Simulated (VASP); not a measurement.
**Al9Ga7P16: single point with PBEsol**

Crystal: Al9Ga7P16.

```
CELL_PARAMETERS angstrom
10.91452 0.00000 0.00000
0.00000 10.91452 0.00000
0.00000 0.00000 10.91452
ATOMIC_POSITIONS crystal
Al 0.99980 0.99938 0.99951
Al 0.99938 0.99955 0.49944
Al 0.00009 0.49979 0.99938
Al 0.99979 0.49962 0.49967
Al 0.49992 0.99993 0.49957
Al 0.49915 0.49972 0.99940
Al 0.49970 0.49945 0.49970
Al 0.24967 0.74949 0.50018
Al 0.75024 0.24918 0.99947
Al 0.74971 0.74990 0.99973
Al 0.24954 0.99972 0.24921
Al 0.24987 0.99952 0.74974
Al 0.74963 0.99989 0.74911
Al 0.74981 0.49970 0.25001
Al 0.74953 0.49974 0.74933
Al 0.00030 0.24935 0.24947
Al 0.49956 0.24919 0.24993
Al 0.49988 0.74957 0.24949
Ga 0.49980 0.00005 0.99943
Ga 0.25063 0.25018 0.99946
Ga 0.25012 0.25053 0.50049
Ga 0.25011 0.74985 0.99991
Ga 0.75040 0.24978 0.50031
Ga 0.75038 0.75005 0.50007
Ga 0.24927 0.50001 0.24985
Ga 0.24994 0.49982 0.74976
Ga 0.74965 0.99962 0.25018
Ga 0.00098 0.24992 0.74968
Ga 0.99990 0.74970 0.24967
Ga 0.00044 0.74941 0.74999
Ga 0.49987 0.24953 0.75008
Ga 0.50005 0.74971 0.75023
P 0.12524 0.12493 0.12369
P 0.12499 0.12488 0.62427
P 0.12486 0.62485 0.12461
P 0.12472 0.62428 0.62518
P 0.62497 0.12410 0.12478
P 0.62466 0.12529 0.62435
P 0.62482 0.62450 0.12459
P 0.62462 0.62514 0.62441
P 0.37436 0.37518 0.12513
P 0.37496 0.37470 0.62562
P 0.37524 0.87514 0.12431
P 0.37555 0.87460 0.62508
P 0.87515 0.37497 0.12496
P 0.87530 0.37444 0.62507
P 0.87468 0.87489 0.12523
P 0.87540 0.87431 0.62515
P 0.37412 0.12482 0.37514
P 0.37495 0.12472 0.87476
P 0.37457 0.62454 0.37476
P 0.37439 0.62503 0.87445
P 0.87441 0.12485 0.37482
P 0.87547 0.12469 0.87398
P 0.87478 0.62508 0.37478
P 0.87495 0.62496 0.87439
P 0.12516 0.37467 0.37480
P 0.12567 0.37471 0.87451
P 0.12480 0.87463 0.37460
P 0.12504 0.87420 0.87498
P 0.62521 0.37429 0.37519
P 0.62470 0.37462 0.87499
P 0.62518 0.87458 0.37490
P 0.62460 0.87525 0.87483
```

```json
{
 "Program": "VASP 6.6.1",
 "Task": "single point",
 "Functional": "PBEsol",
 "Potentials or basis": "VASP PAW PBE potentials, release 64 (Al, Ga_d, P)",
 "Cutoff": "520 eV",
 "k mesh": "1 × 1 × 1, shifted",
 "Occupations": "fermi-dirac, width 0.05 eV",
 "Spin": "no spin polarisation"
}
```

```yaml
Pressure: 0.0 GPa
Largest_force: 0.048 eV/Å
Band_gap_on_the_k_mesh: 1.97 eV
```

Forces on the atoms (eV/Å):
```
Al   0.005  0.014  0.014
Al   0.013  0.011  0.004
Al   0.002 -0.007 -0.009
Al   0.010  0.008  0.008
Al   0.005  0.004  0.008
Al   0.006  0.010  0.020
Al   0.002  0.001  0.007
Al   0.016  0.011  0.009
Al   0.007  0.017  0.020
Al   0.009  0.010  0.012
Al   0.009  0.023  0.003
Al   0.007  0.006 -0.001
Al   0.007  0.010  0.016
Al  -0.002  0.010  0.003
Al   0.011  0.002  0.015
Al  -0.001  0.010  0.008
Al   0.006  0.025  0.007
Al   0.006  0.010  0.007
Ga  -0.001 -0.002  0.008
Ga  -0.002  0.000 -0.007
Ga  -0.007 -0.005 -0.013
Ga   0.003 -0.013  0.003
Ga  -0.016 -0.005 -0.006
Ga  -0.011 -0.002 -0.013
Ga   0.005 -0.004 -0.010
Ga   0.001 -0.006  0.009
Ga   0.011 -0.012  0.000
Ga  -0.010 -0.005 -0.012
Ga  -0.010  0.002  0.000
Ga  -0.003 -0.002 -0.007
Ga  -0.005  0.004 -0.003
Ga  -0.006  0.001 -0.001
P    0.000 -0.008  0.003
P   -0.006  0.010  0.015
P    0.027  0.024  0.020
P    0.003  0.003  0.009
P   -0.012 -0.013 -0.015
P    0.009  0.009  0.013
P   -0.016 -0.020 -0.016
P    0.008  0.019  0.011
P   -0.009 -0.014 -0.012
P   -0.001  0.002 -0.003
P   -0.007 -0.014 -0.017
P   -0.013 -0.012 -0.011
P   -0.009 -0.021 -0.022
P   -0.005 -0.018 -0.012
P    0.009  0.004  0.016
P   -0.017 -0.016 -0.004
P   -0.004 -0.007  0.002
P    0.023  0.025  0.024
P   -0.018 -0.016 -0.025
P    0.007 -0.001 -0.002
P   -0.016 -0.009 -0.015
P    0.000 -0.002 -0.005
P    0.013  0.011  0.004
P    0.006 -0.002 -0.006
P    0.016  0.003  0.009
P   -0.001  0.004  0.007
P   -0.018 -0.022 -0.019
P   -0.013 -0.011 -0.010
P    0.004 -0.010  0.003
P   -0.025 -0.020 -0.036
P    0.015  0.005  0.005
P   -0.017 -0.010 -0.013
```

Levels at points of the mesh, in eV from the valence-band top:
```
           k point  band 194  band 195  band 196  band 197  band 198  band 199  band 200  band 201  band 202  band 203
(0.25, 0.25, 0.25)     -0.40     -0.38     -0.37      0.00      0.00      1.99      2.03      2.09      2.40      2.57
```

It took 78 min on 1 thread of Oxide Virtual Turin-like Processor, on a shared host, peak memory 1.5 GiB.

Caveat: the PAW data sets were made with another functional, which shifts forces and pressure a little; a shifted mesh leaves out Γ, where band edges can lie. A k mesh can miss the band edges.
